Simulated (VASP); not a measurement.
Input of a VASP 6.6.1 run:

The input INCAR:

```
PREC = Accurate
ENCUT = 600
EDIFF = 1E-6
ISMEAR = -1
SIGMA = 0.1
LREAL = F
LASPH = T
NELM = 100
ALGO = Normal
ISIF = 3
LWAVE = F
LCHARG = F
GGA = RP
IBRION = 2
NSW = 80
EDIFFG = -0.01
```

Contents of KPOINTS:

```
Automatic mesh
0
Gamma
  14 14 14
```

The input POSCAR:

```
Ru
1.0
    0.0000000000      1.8924348942      1.8924348942
    1.8924348942      0.0000000000      1.8924348942
    1.8924348942      1.8924348942      0.0000000000
Ru
1
Direct
    0.0000000000      0.0000000000      0.0000000000
```

Potentials or basis: VASP PAW PBE potentials, release 64 (Ru_pv).

Run with:

```sh
$ cat potpaw_PBE.64/Ru_pv/POTCAR > POTCAR
$ mpirun -np 1 vasp_std > vasp.out
```

(1) Estimate the relaxed cell.

(2) Predict the space group after relaxing (to 0.05 Å).

Answers

(1) a = 2.709 Å, b = 2.709 Å, c = 2.709 Å, α = 60.00°, β = 60.00°, γ = 60.00°.

(2) Fm-3m (No. 225).
